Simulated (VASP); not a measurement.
# HfN (Imm2) in VASP: notebook

HfN is run at these levels: r2SCAN; tasks: single point.

All numbers are computed with VASP 6.6.1; they aren't measurements. Logs are shortened: lines on timing, memory, paths and dates and some standing lists are left out, and cuts for length are marked.

**1. The cell of the first run**

Symmetry: Imm2, No. 44, orthorhombic system. The conventional cell has a = 3.472 Å, b = 3.472 Å, c = 4.910 Å, α = 90.00°, β = 90.00°, γ = 90.00°. Within 2.8 Å of Hf (site symmetry mm2) lie 4 N at 2.11 to 2.14 Å. N (site symmetry mm2) has 4 Hf at 2.11 to 2.14 Å within 2.8 Å.

**2. Single point, r2SCAN (all Hf atoms moved +0.025 Å, as atom 1 along Cartesian [0 0 1])**

POSCAR

```
HfN
1.0
    0.0000000000      2.4548220000      2.4548220000
    2.4548220000      0.0000000000      2.4548220000
    2.4548220000      2.4548220000      0.0000000000
Hf N
1 1
Direct
    0.0050920189      0.0050920189     -0.0050920189
    0.7500000000      0.7500000000      0.7500000000
```

INCAR.step1

```
SYSTEM = HfN
  PREC = Accurate
  ENCUT = 520
  ISMEAR = 0
  SIGMA = 0.15
  LREAL = .False.
  LASPH = .True.
  NELM = 80
  NBANDS = 14
  GGA = PE
  ALGO = Normal
  EDIFF = 1E-4
  LWAVE = .True.
  LCHARG = .False.
```

INCAR.step2

```
SYSTEM = HfN
  PREC = Accurate
  ENCUT = 520
  EDIFF = 1E-6
  ISMEAR = 0
  SIGMA = 0.15
  LREAL = .False.
  LASPH = .True.
  NELM = 80
  ALGO = Normal
  ISIF = 2
  LWAVE = .False.
  LCHARG = .True.
  METAGGA = R2SCAN
  LMIXTAU = .True.
  LELF = .True.
  LVHAR = .True.
  NBANDS = 14
  ISTART = 1
```

KPOINTS

```
regular mesh
0
Gamma
  16 16 16
  0 0 0
```

Potentials or basis: VASP PAW PBE potentials, release 64 (Hf_pv, N).

Started as:

```bash
cat potpaw_PBE.64/Hf_pv/POTCAR potpaw_PBE.64/N/POTCAR > POTCAR
cp INCAR.step1 INCAR
mpirun -np 1 vasp_std > vasp.out
cp INCAR.step2 INCAR
mpirun -np 1 vasp_std > vasp.out
```

OUTCAR:

```text
SYSTEM = HfN
   PREC = Accurate
   ENCUT = 520
   EDIFF = 1E-6
   ISMEAR = 0
   LREAL = .False.
   LASPH = .True.
   NELM = 80
   ISIF = 2
   METAGGA = R2SCAN
   ISTART = 1

 ion  position               nearest neighbor table
   1  0.005  0.005  0.995-   2 2.11   2 2.11   2 2.14   2 2.14
   2  0.750  0.750  0.750-   1 2.11   1 2.11   1 2.14   1 2.14

  LATTYP: Found a face centered cubic cell.
 ALAT       =     4.9096440000

  Lattice vectors:

 A1 = (   0.0000000000,   2.4548220000,   2.4548220000)
 A2 = (   2.4548220000,   0.0000000000,   2.4548220000)
 A3 = (   2.4548220000,   2.4548220000,   0.0000000000)

Analysis of symmetry for initial positions (statically):
=====================================================================
 Subroutine PRICEL returns:
 Original cell was already a primitive cell.

 Routine SETGRP: Setting up the symmetry group for a
 face centered cubic supercell.

 Subroutine GETGRP returns: Found  4 space group operations
 (whereof  4 operations were pure point group operations)
 out of a pool of 48 trial point group operations.

The static configuration has the point symmetry C_2v.

Analysis of symmetry for dynamics (positions and initial velocities):
=====================================================================
 Subroutine PRICEL returns:
 Original cell was already a primitive cell.

 Routine SETGRP: Setting up the symmetry group for a
 face centered cubic supercell.

 Subroutine GETGRP returns: Found  4 space group operations
 (whereof  4 operations were pure point group operations)
 out of a pool of 48 trial point group operations.

The dynamic configuration has the point symmetry C_2v.

 Subroutine INISYM returns: Found  4 space group operations
 (whereof  4 operations are pure point group operations),
 and found     1 'primitive' translations

----------------------------------------------------------------------------------------

                                     Primitive cell

  volume of cell :      29.5863

  direct lattice vectors                    reciprocal lattice vectors
     0.000000000  2.454822000  2.454822000    -0.203680756  0.203680756  0.203680756
     2.454822000  0.000000000  2.454822000     0.203680756 -0.203680756  0.203680756
     2.454822000  2.454822000  0.000000000     0.203680756  0.203680756 -0.203680756

  length of vectors
     3.471642566  3.471642566  3.471642566     0.352785417  0.352785417  0.352785417

  position of ions in fractional coordinates (direct lattice)
     0.005092019  0.005092019  0.994907981
     0.750000000  0.750000000  0.750000000

  ion indices of the primitive-cell ions
   primitive index   ion index
                 1           1
                 2           2

----------------------------------------------------------------------------------------

 KPOINTS: regular mesh

Automatic generation of k-mesh.
 Grid dimensions read from file:
 generate k-points for:   16   16   16

 Generating k-lattice:

  Cartesian coordinates                     Fractional coordinates (reciprocal lattice)
    -0.012730047  0.012730047  0.012730047     0.062500000  0.000000000  0.000000000
     0.012730047 -0.012730047  0.012730047     0.000000000  0.062500000  0.000000000
     0.012730047  0.012730047 -0.012730047     0.000000000  0.000000000  0.062500000

  Length of vectors
     0.022049089  0.022049089  0.022049089

  Shift w.r.t. Gamma in fractional coordinates (k-lattice)
     0.000000000  0.000000000  0.000000000

 Subroutine IBZKPT returns following result:
 ===========================================

 Found    621 irreducible k-points:

 Following reciprocal coordinates:
            Coordinates               Weight
  0.000000  0.000000  0.000000      1.000000
  0.062500  0.000000  0.000000      4.000000
  0.000000  0.000000  0.062500      4.000000
  0.125000  0.000000  0.000000      4.000000
  0.000000  0.000000  0.125000      4.000000
  0.187500  0.000000  0.000000      4.000000
[... 16 lines left out ...]
  0.062500  0.062500 -0.062500      4.000000
  0.187500  0.062500  0.000000      4.000000
 [... further k-points ...]
   k-points           NKPTS =    621   k-points in BZ     NKDIM =    621   number of bands    NBANDS=     14
   number of dos      NEDOS =    301   number of ions     NIONS =      2
   total plane-waves  NPLWV =  21952
   dimension x,y,z NGX =    28 NGY =   28 NGZ =   28
   dimension x,y,z NGXF=    56 NGYF=   56 NGZF=   56
   ions per type =               1   1
   NGX,Y,Z   is equivalent  to a cutoff of  13.41, 13.41, 13.41 a.u.
   NGXF,Y,Z  is equivalent  to a cutoff of  26.82, 26.82, 26.82 a.u.
 SYSTEM =  HfN
   PREC   = accura    normal or accurate (medium, high low for compatibility)
   ISTART =      1    job   : 0-new  1-cont  2-samecut
   ICHARG =      0    charge: 1-file 2-atom 10-const
   ISPIN  =      1    spin polarized calculation?
   LNONCOLLINEAR =      F non collinear calculations
   LSORBIT =      F    spin-orbit coupling
   LASPH  =      T    aspherical Exc in radial PAW
   ENCUT  =  520.0 eV  38.22 Ry    6.18 a.u.   6.45  6.45  6.45*2*pi/ulx,y,z
   NELM   =     80;   NELMIN=  2; NELMDL=  0     # of ELM steps
   EDIFF  = 0.1E-05   stopping-criterion for ELM
   LREAL  =      F    real-space projection
   EDIFFG = 0.1E-04   stopping-criterion for IOM
   NSW    =      0    number of steps for IOM
   IBRION =     -1    ionic relax: 0-MD 1-quasi-New 2-CG
   NFREE  =      0    steps in history (QN), initial steepest desc. (CG)
   ISIF   =      2    stress and relaxation
   ISYM   =      2    0-nonsym 1-usesym 2-fastsym
   POTIM  = 0.5000    time-step for ionic-motion
   TEBEG  =    0.0;   TEEND  =   0.0 temperature during run
   PSTRESS=    0.0 pullay stress
   NELECT =      15.0000    total number of electrons
   NUPDOWN=      -1.0000    fix difference up-down
   EMIN   =  10.00;   EMAX   =-10.00  energy-range for DOS
   EFERMI =   0.00;   METHOD = LEGACY
   ISMEAR =     0;   SIGMA  =   0.15  broadening in eV -4-tet -1-fermi 0-gaus
   EFERMI_NEDOS =   21; number of points for ismear=-14 and -15
   IALGO  =     38    algorithm
   IMIX   =      4    mixing-type and parameters
     AMIX     =   0.40;   BMIX     =  1.00
     AMIX_MAG =   1.60;   BMIX_MAG =  1.00
  volume/ion in A,a.u.               =      14.79        99.83
  Fermi-wavevector in a.u.,A,eV,Ry     =   1.305395  2.466839 23.185087  1.704056
  Thomas-Fermi vector in A             =   2.436267
   LORBIT       =      0    0 simple, 1 ext, 2 COOP (PROOUT), +10 PAW based schemes
   METAGGA = R2SCAN    functional components
   LHFCALC =     F    Hartree Fock is set to
   AEXX    =    0.0000 exact exchange contribution
   IVDW    =     0    specifies the selected vdW correction
   LEPSILON=     F    determine dielectric tensor
   LRPA    =     F    only Hartree local field effects (RPA)
 non-spin polarized calculation
 Gauss-broadening in eV      SIGMA  =   0.15
  energy-cutoff  :      520.00
  volume of cell :       29.59
 maximum number of plane-waves:       821
 NGX is ok and might be reduce to    28
   NGX = 13   NGY = 13   NGZ = 13

 number of electron      15.0000000 magnetization

 Free energy of the ion-electron system (eV)
  ---------------------------------------------------
  ext. energy  EPLUGINS =         0.00000000
  ---------------------------------------------------
  free energy    TOTEN  =       -57.71015098 eV

  energy without entropy =      -57.70313178  energy(sigma->0) =      -57.70664138

 E-fermi :   5.7988     XC(G=0): -11.9469

 val. band max:        5.7853801692   @ k =   0.2500   0.1250  -0.3750
 cond. band min:       5.8007206750   @ k =   0.0625  -0.2500  -0.1875
 fundamental gap:      0.0153405058
 Fermi energy:         5.7988104505

 k-point     1 :       0.0000    0.0000    0.0000
  band No.  band energies     occupation
      1     -26.5730      2.00000
      2     -26.5719      2.00000
      3     -26.5705      2.00000
      4     -11.4606      2.00000
      5      -0.0713      2.00000
      6      -0.0333      2.00000
      7       0.0104      2.00000
      8       5.0954      2.00000
      9       8.2408      0.00000
     10       8.2425      0.00000
     11      12.5293      0.00000
     12      12.6997      0.00000
     13      12.8435      0.00000
     14      16.9774      0.00000

 k-point     2 :       0.0625    0.0000    0.0000
  band No.  band energies     occupation
      1     -26.5926      2.00000
      2     -26.5748      2.00000
      3     -26.5730      2.00000
      4     -11.4135      2.00000
      5      -0.1521      2.00000
      6      -0.0114      2.00000
      7       0.0396      2.00000
      8       5.3179      1.99999
      9       8.1663      0.00000
     10       8.1679      0.00000
     11      12.6372      0.00000
     12      12.6547      0.00000
     13      12.8653      0.00000
     14      16.9774      0.00000

 k-point     3 :       0.0000    0.0000    0.0625
  band No.  band energies     occupation
      1     -26.5905      2.00000
      2     -26.5755      2.00000
      3     -26.5739      2.00000
      4     -11.4153      2.00000
      5      -0.1017      2.00000
      6      -0.0410      2.00000
      7       0.0123      2.00000
      8       5.3229      1.99999
      9       8.1721      0.00000
     10       8.1729      0.00000
     11      12.4518      0.00000
     12      12.7667      0.00000
     13      12.9358      0.00000
     14      16.9774      0.00000
[... 324 lines left out ...]
 k-point    23 :       0.0625    0.0625   -0.0625
  band No.  band energies     occupation
      1     -26.6331      2.00000
      2     -26.5876      2.00000
      3     -26.5820      2.00000
      4     -11.2980      2.00000
      5      -0.3549      2.00000
      6       0.0634      2.00000
      7       0.1219      2.00000
      8       5.8549      0.59668
      9       7.7358      0.00000
     10       8.2965      0.00000
     11      12.3761      0.00000
     12      12.9511      0.00000
     13      12.9693      0.00000
     14      16.9774      0.00000

 k-point    24 :       0.1875    0.0625    0.0000
  band No.  band energies     occupation
      1     -26.7070      2.00000
      2     -26.5964      2.00000
      3     -26.5922      2.00000
      4     -11.1247      2.00000
      5      -0.5641      2.00000
      6       0.1704      2.00000
      7       0.2584      2.00000
      8       6.5194      0.00000
      9       7.5068      0.00000
     10       8.2247      0.00000
     11      12.1937      0.00000
     12      12.8028      0.00000
     13      13.2835      0.00000
     14      16.6693      0.00000

 [... further k-points ...]
[... 5 lines left out ...]
  --------------------------------------------------------------------------------------
  -------------------------------------------------------------------------------------
  Total       -0.6361314     -0.6361314     -0.6457831     -0.2434299      0.0000000      0.0000000
  in kB      -34.4482706    -34.4482706    -34.9709351    -13.1823987      0.0000000      0.0000000
  external PRESSURE =     -34.6224921 kB  Pullay stress =       0.0000000 kB

 VOLUME and BASIS-vectors are now :
 -----------------------------------------------------------------------------
  energy-cutoff  :      520.00
  volume of cell :       29.59
      direct lattice vectors                 reciprocal lattice vectors
     0.000000000  2.454822000  2.454822000    -0.203680756  0.203680756  0.203680756
     2.454822000  0.000000000  2.454822000     0.203680756 -0.203680756  0.203680756
     2.454822000  2.454822000  0.000000000     0.203680756  0.203680756 -0.203680756

 POSITION                                       TOTAL-FORCE (eV/Angst)
 -----------------------------------------------------------------------------------
      2.45482      2.45482      0.02500        -0.000000     -0.000000     -0.297273
      3.68223      3.68223      3.68223         0.000000      0.000000      0.297273
 -----------------------------------------------------------------------------------
    total drift:                               -0.000001     -0.000001     -0.000729

  FREE ENERGIE OF THE ION-ELECTRON SYSTEM (eV)
  ---------------------------------------------------
  free  energy   TOTEN  =       -57.7101509807 eV

  energy  without entropy=      -57.7031317825  energy(sigma->0) =      -57.70664138
```

It took 6.6 min on 1 thread of Intel Xeon 6975P-C (Granite Rapids), shared host; peak memory 0.38 GiB.

What came out:

- Free energy: -57.7102 eV
- Pressure: -3.5 GPa
- Largest force: 0.297 eV/Å

Forces in eV/Å, atoms in the order of the input:
```
Hf   0.000  0.000 -0.297
N    0.000  0.000  0.297
```

Levels at points of the mesh, in eV from the Fermi level:
```csv
k point,band 3,band 4,band 5,band 6,band 7,band 8,band 9,band 10,band 11,band 12
"(0.00, 0.00, 0.00)",-32.37,-17.26,-5.87,-5.83,-5.79,-0.70,2.44,2.44,6.73,6.90
"(0.50, 0.00, 0.00)",-32.43,-16.17,-6.10,-5.19,-5.14,1.46,2.87,3.04,4.65,5.34
"(0.00, 0.00, 0.50)",-32.43,-16.22,-6.10,-5.27,-5.22,1.63,2.89,3.05,4.66,5.54
"(0.50, 0.50, 0.00)",-32.53,-15.84,-7.20,-3.99,-3.92,-1.30,2.47,4.30,4.78,4.87
"(0.00, 0.50, 0.50)",-32.53,-15.83,-7.20,-3.96,-3.96,-1.29,2.46,4.30,4.83,4.83
```

Caveat: the cell differs from its parent crystal (all Hf atoms moved +0.025 Å, as atom 1 along Cartesian [0 0 1]); the PAW data sets were made with another functional, which shifts forces and pressure a little; spin-orbit coupling is left out, which moves the levels of the heavy elements.

**3. Single point, r2SCAN (all Hf atoms moved +0.087 Å, as atom 1 along Cartesian [0 0 1])**

Edit POSCAR of step 2 so:

```diff
@@ -8,3 +8,3 @@
 Direct
-    0.0050920189      0.0050920189     -0.0050920189
+    0.0178220661      0.0178220661     -0.0178220661
     0.7500000000      0.7500000000      0.7500000000
```

INCAR.step1

```
SYSTEM = HfN
ALGO     = Normal         ! electronic algorithm
EDIFF    = 1E-4           ! SCF threshold, eV
ENCUT    = 520            ! plane-wave cutoff, eV
GGA      = PE             ! functional
ISMEAR   = 0              ! smearing method
LASPH    = .TRUE.         ! aspherical terms in the spheres
LCHARG   = .FALSE.        ! write CHGCAR
LREAL    = .FALSE.        ! projectors in reciprocal space
LWAVE    = .TRUE.         ! write WAVECAR
NBANDS   = 14             ! bands
NELM     = 60             ! most SCF steps
PREC     = Accurate       ! precision mode
SIGMA    = 0.15           ! smearing width, eV
```

INCAR.step2

```
SYSTEM = HfN
ALGO     = Normal         ! electronic algorithm
EDIFF    = 1E-6           ! SCF threshold, eV
ENCUT    = 520            ! plane-wave cutoff, eV
ISIF     = 2              ! what is computed and relaxed
ISMEAR   = 0              ! smearing method
ISTART   = 1            
LASPH    = .TRUE.         ! aspherical terms in the spheres
LCHARG   = .FALSE.        ! write CHGCAR
LMIXTAU  = .TRUE.       
LREAL    = .FALSE.        ! projectors in reciprocal space
LWAVE    = .FALSE.        ! write WAVECAR
METAGGA  = R2SCAN         ! meta-GGA
NBANDS   = 14             ! bands
NELM     = 60             ! most SCF steps
PREC     = Accurate       ! precision mode
SIGMA    = 0.15           ! smearing width, eV
```

KPOINTS

```
k-points
0
G
  16 16 16
  0 0 0
```

Potentials or basis: VASP PAW PBE potentials, release 64 (Hf_pv, N).

Started as:

```bash
cat potpaw_PBE.64/Hf_pv/POTCAR potpaw_PBE.64/N/POTCAR > POTCAR
cp INCAR.step1 INCAR
mpirun -np 1 vasp_std > vasp.out
cp INCAR.step2 INCAR
mpirun -np 1 vasp_std > vasp.out
```

It took 6.3 min on 1 thread of Intel Xeon 6975P-C (Granite Rapids), shared host; peak memory 0.38 GiB.

The run converged. Its results:

* Free energy: -57.6688 eV
* Pressure: -2.7 GPa
* Largest force: 1.030 eV/Å

Forces in eV/Å, atoms in the order of the input:
```
Hf   0.000  0.000 -1.030
N    0.000  0.000  1.030
```

Stress tensor (GPa, compression positive):
```
-2.59 -4.67  0.00
-4.67 -2.59  0.00
 0.00  0.00 -2.99
```

Levels at points of the mesh, in eV from the Fermi level:
| k point | band 4 | band 5 | band 6 | band 7 | band 8 | band 9 | band 10 | band 11 |
| --- | --- | --- | --- | --- | --- | --- | --- | --- |
| (0.00, 0.00, 0.00) | -17.26 | -5.95 | -5.84 | -5.67 | -0.72 | 2.43 | 2.44 | 6.33 |
| (0.50, 0.00, 0.00) | -16.10 | -6.09 | -5.15 | -4.98 | 1.25 | 2.60 | 3.25 | 4.58 |
| (0.00, 0.00, 0.50) | -16.27 | -6.10 | -5.41 | -5.25 | 1.84 | 2.72 | 3.25 | 4.65 |
| (0.50, 0.50, 0.00) | -15.85 | -7.18 | -4.07 | -3.84 | -1.33 | 2.55 | 4.30 | 4.69 |
| (0.00, 0.50, 0.50) | -15.81 | -7.20 | -3.98 | -3.95 | -1.26 | 2.47 | 4.30 | 4.81 |

Caveat: the cell differs from its parent crystal (all Hf atoms moved +0.087 Å, as atom 1 along Cartesian [0 0 1]); the PAW data sets were made with another functional, which shifts forces and pressure a little; spin-orbit coupling is left out, which moves the levels of the heavy elements.

**4. Single point, r2SCAN (all Hf atoms moved -0.100 Å, as atom 1 along Cartesian [0 0 1])**

Edit POSCAR of step 3 so:

```diff
@@ -8,3 +8,3 @@
 Direct
-    0.0178220661      0.0178220661     -0.0178220661
+   -0.0203680756     -0.0203680756      0.0203680756
     0.7500000000      0.7500000000      0.7500000000
```

INCAR.step1

```
  ALGO = Normal
  EDIFF = 1E-4
  ENCUT = 520
  GGA = PE
  ISMEAR = 0
  LASPH = True
  LCHARG = False
  LREAL = False
  LWAVE = True
  NBANDS = 14
  NELM = 80
  PREC = Accurate
  SIGMA = 0.15
```

INCAR.step2

```
  ALGO = Normal
  EDIFF = 1E-7
  ENCUT = 520
  ISIF = 2
  ISMEAR = 0
  ISTART = 1
  LASPH = True
  LCHARG = True
  LELF = True
  LMIXTAU = True
  LREAL = False
  LVHAR = True
  LWAVE = False
  METAGGA = R2SCAN
  NBANDS = 14
  NELM = 80
  PREC = Accurate
  SIGMA = 0.15
```

KPOINTS

```
k-points
0
Gamma
  16 16 16
```

Started as:

```bash
cat potpaw_PBE.64/Hf_pv/POTCAR potpaw_PBE.64/N/POTCAR > POTCAR
cp INCAR.step1 INCAR
mpirun -np 1 vasp_std > vasp.out
cp INCAR.step2 INCAR
mpirun -np 1 vasp_std > vasp.out
```

It took 13 min on 1 thread of Intel Xeon Platinum 8488C (Sapphire Rapids), shared host; peak memory 0.39 GiB.

It converged, with:

```
Free energy   : -57.6550 eV
Pressure      : -2.5 GPa
Largest force : 1.180 eV/Å
```

Forces on the atoms (eV/Å):
```
Hf   0.000  0.000  1.180
N    0.000  0.000 -1.180
```

Stress tensor (GPa, compression positive):
```
-2.29  5.36  0.00
 5.36 -2.29  0.00
 0.00  0.00 -2.79
```

Levels at points of the mesh, in eV from the Fermi level:
```tsv
k point	band 5	band 6	band 7	band 8	band 9	band 10
(0.00, 0.00, 0.00)	-5.96	-5.85	-5.64	-0.72	2.42	2.45
(0.50, 0.00, 0.00)	-6.10	-5.43	-5.26	1.88	2.69	3.28
(0.00, 0.00, 0.50)	-6.09	-5.14	-4.94	1.21	2.54	3.30
(0.50, 0.50, 0.00)	-7.18	-4.08	-3.82	-1.34	2.58	4.30
(0.00, 0.50, 0.50)	-7.19	-3.99	-3.95	-1.25	2.48	4.30
```

Caveat: the cell differs from its parent crystal (all Hf atoms moved -0.100 Å, as atom 1 along Cartesian [0 0 1]); the PAW data sets were made with another functional, which shifts forces and pressure a little; spin-orbit coupling is left out, which moves the levels of the heavy elements.
